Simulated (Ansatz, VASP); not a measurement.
One calculation of BTe3, two programs

```
CELL_PARAMETERS angstrom
4.63322 0.00000 0.00000
0.00000 4.63322 0.00000
0.00000 0.00000 4.63322
ATOMIC_POSITIONS crystal
B 0.00000 0.00000 0.00000
Te 0.00000 0.50000 0.50000
Te 0.50000 0.00000 0.50000
Te 0.50000 0.50000 0.00000
```

Alike in both runs: functional PBE; k mesh 10 × 10 × 10; occupations gaussian, width 0.1 eV; no spin polarisation.

Ansatz relaxed the structure, and its values are those at the end. VASP's run is a single point on that final structure, the one shown.

```csv
,VASP,Ansatz
version,VASP 6.6.1,Ansatz 0.2.0
potentials or method,"VASP PAW PBE potentials, release 64 (B, Te), cutoff 520 eV","scalar-relativistic, plane waves, PAW"
valence electrons in the cell,21,51
```

```csv
,VASP,Ansatz,Ansatz less VASP
gap on the k mesh at the Fermi level (eV),none,none,-
pressure (GPa),-0.1,0.0,+0.08
```

A gap of «none» marks a metal or a gap that the smearing closes. With one functional, cell and mesh, what is left measures potentials, basis and numerics. VASP's potentials hold 21 valence electrons a cell and Ansatz's 51, so a difference there can come from the potentials and not from the codes.

Neither program's run includes spin-orbit coupling.
